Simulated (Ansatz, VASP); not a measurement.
# Sr2Al2O in VASP and in Ansatz

```xyz
10
Lattice="4.3400 -0.0021 -0.0127 0.0045 7.9012 0.2040 0.0252 2.2320 7.9780" Properties=species:S:1:pos:R:3 pbc="T T T"
Sr    2.1758    1.5515    1.6059
Sr    0.0076    4.8084    1.6817
Sr    2.1939    8.5796    6.5635
Sr    4.3621    5.3227    6.4877
Al    0.0158    7.7134    3.9670
Al    2.1849    3.7657    4.3337
Al    4.3539    2.4177    4.2023
Al    2.1848    6.3654    3.8357
O     4.3655    7.6271    7.3402
O     0.0042    2.5039    0.8291
```

Change from the starting cell: the structure that the rattled cell fell into.

Alike in both runs: functional PBE; k mesh 8 × 4 × 4; occupations gaussian, width 0.1 eV; no spin polarisation.

Ansatz relaxed the structure, and its values are those at the end. VASP's run is a single point on that final structure, the one shown.

|  | VASP | Ansatz |
| --- | --- | --- |
| version | VASP 6.6.1 | Ansatz 0.2.0 |
| potentials or method | VASP PAW PBE potentials, release 64 (Sr_sv, Al, O), cutoff 520 eV | scalar-relativistic, plane waves, PAW |
| valence electrons in the cell | 64 | 64 |

|  | VASP | Ansatz | Ansatz less VASP |
| --- | --- | --- | --- |
| gap on the k mesh at the Fermi level (eV) | none | none | - |
| pressure (GPa) | 0.2 | 0.0 | -0.16 |
| rms of the force components (eV/Å) | 0.023 | 0.001 | -0.0212 |

A gap of «none» marks a metal or a gap that the smearing closes.
